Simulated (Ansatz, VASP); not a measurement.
Ni: VASP beside Ansatz

```
CELL_PARAMETERS angstrom
0.00000 1.73196 1.73196
1.73196 0.00000 1.73196
1.73196 1.73196 0.00000
ATOMIC_POSITIONS crystal
Ni 0.00000 0.00000 0.00000
```

Alike in both runs: functional PBEsol; k mesh 15 × 15 × 15; occupations fermi-dirac, width 0.05 eV; collinear spin.

Ansatz relaxed the structure, and its values are those at the end. VASP's run is a single point on that final structure, the one shown.

```csv
,VASP,Ansatz
version,VASP 6.6.1,Ansatz 0.2.0
potentials or method,"VASP PAW PBE potentials, release 64 (Ni), cutoff 520 eV","plane waves (420 eV) with PAW, scalar-relativistic"
valence electrons in the cell,10,18
```

```csv
,VASP,Ansatz,Ansatz less VASP
pressure (GPa),0.0,0.0,+0.08
net moment per atom (μB),0.64,0.65,+0.014
size of the moment on the site where the two differ most (μB),0.64,0.68,+0.043
```

VASP's potentials were made for PBE, not for PBEsol, and Ansatz warns of the same on its side. Site moments also hang on the region over which each program counts them. With one functional, cell and mesh, what is left measures potentials, basis and numerics. VASP's potentials hold 10 valence electrons a cell and Ansatz's 18, so a difference there can come from the potentials and not from the codes.
